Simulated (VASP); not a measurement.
Runs of VASP 6.6.1 on Cu. The structure is that of space group P6_3/mmc (No. 194), or close to it. The cells are those of the table. 

```csv
cell,gap on the mesh (eV),pressure (GPa)
"a = 2.331, b = 2.331, c = 4.442 Å, angles 90.0, 90.0, 120.0°, 2 atoms",none,25.6
"a = 2.433, b = 2.433, c = 4.113 Å, angles 90.0, 90.0, 120.0°, 2 atoms",none,17.5
"a = 2.433, b = 2.433, c = 4.442 Å, angles 90.0, 90.0, 120.0°, 2 atoms",none,(b)
"a = 2.534, b = 2.534, c = 3.948 Å, angles 90.0, 90.0, 120.0°, 2 atoms",none,(a)
"a = 2.534, b = 2.534, c = 3.784 Å, angles 90.0, 90.0, 120.0°, 2 atoms",none,20.6
"a = 2.433, b = 2.433, c = 4.277 Å, angles 90.0, 90.0, 120.0°, 2 atoms",none,9.7
"a = 2.635, b = 2.635, c = 3.784 Å, angles 90.0, 90.0, 120.0°, 2 atoms",none,4.6
"a = 2.433, b = 2.433, c = 3.948 Å, angles 90.0, 90.0, 120.0°, 2 atoms",none,28.2
```

Alike in all rows: task single point; level r2SCAN; potentials or basis VASP PAW PBE potentials, release 64 (Cu); no spin polarisation; k mesh 24 × 24 × 12; cutoff (eV) 520; smearing gaussian 0.15 eV.

Problem. Fill in the values left out.

Solution. (a) 8.8; (b) 4.1.

Caveats: the PAW data sets were made with another functional, which shifts forces and pressure a little.

A gap of «none» marks levels without a gap at the run's occupations.
